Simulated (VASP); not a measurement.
## Zr: single point with PBE

The system is Zr.

```
Zr
1.0
     2.38928    0.00000    0.00000
     0.00000    2.38928    0.00000
     0.00000    0.00000    2.38928
Zr
1
Cartesian
  0.0000 0.0000 0.0000
```

This cell differs from its parent crystal: volume scaled by 0.55.

```yaml
Program: VASP 6.6.1
Task: single point
Functional: PBE
Potentials_or_basis: VASP PAW PBE potentials, release 64 (Zr_sv)
Cutoff: 520 eV
k_mesh: 14 × 14 × 14
Occupations: fermi-dirac, width 0.1 eV
Spin: no spin polarisation
Dipole_correction: no
Further_INCAR_settings: ALGO = Normal; EDIFF = 1e-06; NBANDS = 12
```

```yaml
Pressure: 127.5 GPa
Band_gap_on_the_k_mesh: zero (band 6 reaches 17.66 eV, above the bottom of band 7 at 11.72 eV)
```

Levels at points of the mesh, in eV from the Fermi level:
```csv
k point,band 4,band 5,band 6,band 7,band 8,band 9
"(0.00, 0.00, 0.00)",-24.37,-4.98,-4.02,-4.02,10.16,10.16
"(0.50, 0.00, 0.00)",-23.78,-2.35,-1.19,2.55,3.41,3.41
"(0.50, 0.50, 0.00)",-23.24,-7.06,0.19,4.90,4.90,9.69
"(0.50, 0.50, 0.50)",-27.81,-4.31,-4.31,-4.31,5.73,15.10
```

Run time: 6 s on 1 thread of Intel(R) Xeon(R) 6975P-C (Granite Rapids), on a shared host, peak memory 0.12 GiB.
